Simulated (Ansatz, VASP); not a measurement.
**SnGe3Te4 in VASP and in Ansatz**

```
Sn Ge Te
1.0
     4.30242    2.48400    3.73691
    -4.30242    2.48400    3.73691
     0.00000   -4.96800    3.73691
Sn Ge Te
1 3 4
Direct
  0.01017 0.01017 0.01017
  0.99223 0.49142 0.49142
  0.49142 0.49142 0.99223
  0.49142 0.99223 0.49142
  0.03154 0.52240 0.03154
  0.03154 0.03154 0.52240
  0.52240 0.03154 0.03154
  0.52928 0.52928 0.52928
```

Alike in both runs: functional PBE; k mesh 6 × 6 × 6; occupations gaussian, width 0.01 eV; no spin polarisation.

Ansatz relaxed the structure, and its values are those at the end. VASP's run is a single point on that final structure, the one shown.

```csv
,VASP,Ansatz
version,VASP 6.6.1,Ansatz 0.2.0
potentials or method,"VASP PAW PBE potentials, release 64 (Sn_d, Ge_d, Te), cutoff 520 eV","scalar-relativistic, plane waves, PAW"
valence electrons in the cell,80,120
```

VASP gave:

| Item | Value |
| --- | --- |
| gap on the k mesh at the Fermi level (eV) | 0.14 |
| least direct gap on the mesh (eV) | 0.14 |
| pressure (GPa) | 0.0 |
| rms of the force components (eV/Å) | 0.006 |

Problem. What did Ansatz give for the same quantities?

Solution. gap on the k mesh at the Fermi level (eV): 0.14; least direct gap on the mesh (eV): 0.14; pressure (GPa): 0.0; rms of the force components (eV/Å): 0.003.

With one functional, cell and mesh, what is left measures potentials, basis and numerics. VASP's potentials hold 80 valence electrons a cell and Ansatz's 120, so a difference there can come from the potentials and not from the codes.

Spin-orbit coupling is off throughout.
